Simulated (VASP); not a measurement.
Wanted: the native input for a VASP 6.6.1 run.

```
Task                   : single point
Functional             : PBEsol
Potentials or basis    : VASP PAW PBE potentials, release 64 (Ti_sv, Pt)
Cutoff                 : 520 eV
k mesh                 : 9 × 9 × 9
Occupations            : fermi-dirac, width 0.05 eV
Spin                   : no spin polarisation
Dipole correction      : no
Further INCAR settings : ALGO = Normal; EDIFF = 1e-06; NBANDS = 29
```

The structure of TiPt3 lies in POSCAR:

```
TiPt3
1.0
    3.8970000000     -0.0389700000     -0.0389700000
   -0.0389700000      3.8970000000     -0.0389700000
   -0.0389700000     -0.0389700000      3.8970000000
Ti Pt
1 3
Direct
    0.0000000000      0.0000000000      0.0000000000
    0.0000000000      0.5000000000      0.5000000000
    0.5000000000      0.0000000000      0.5000000000
    0.5000000000      0.5000000000      0.0000000000
```

This cell differs from its parent crystal: equal xy, yz and zx shear strains of -2 %.

One way to write it, as run:

INCAR

```
PREC = Accurate
ENCUT = 520
EDIFF = 1E-6
ISMEAR = -1
SIGMA = 0.05
LREAL = F
LASPH = T
NELM = 60
ALGO = Normal
ISIF = 2
LWAVE = F
LCHARG = F
GGA = PS
NBANDS = 29
```

KPOINTS

```
Automatic mesh
0
Gamma
  9 9 9
```

Potentials or basis: VASP PAW PBE potentials, release 64 (Ti_sv, Pt).

Command:

```sh
$ cat potpaw_PBE.64/Ti_sv/POTCAR potpaw_PBE.64/Pt/POTCAR > POTCAR
$ mpirun -np 1 vasp_std > vasp.out
```

It gave:

* Pressure: 0.6 GPa
* Band gap on the k mesh: zero (bands 21 and 22 overlap by 1.49 eV)

Caveat: the cell differs from its parent crystal (equal xy, yz and zx shear strains of -2 %); the PAW data sets were made with another functional, which shifts forces and pressure a little; spin-orbit coupling is left out, which moves the levels of the heavy elements.

Run time: 2.4 min on 1 thread of Intel(R) Xeon(R) Platinum 8488C (Sapphire Rapids) (shared host), peak memory 0.26 GiB.
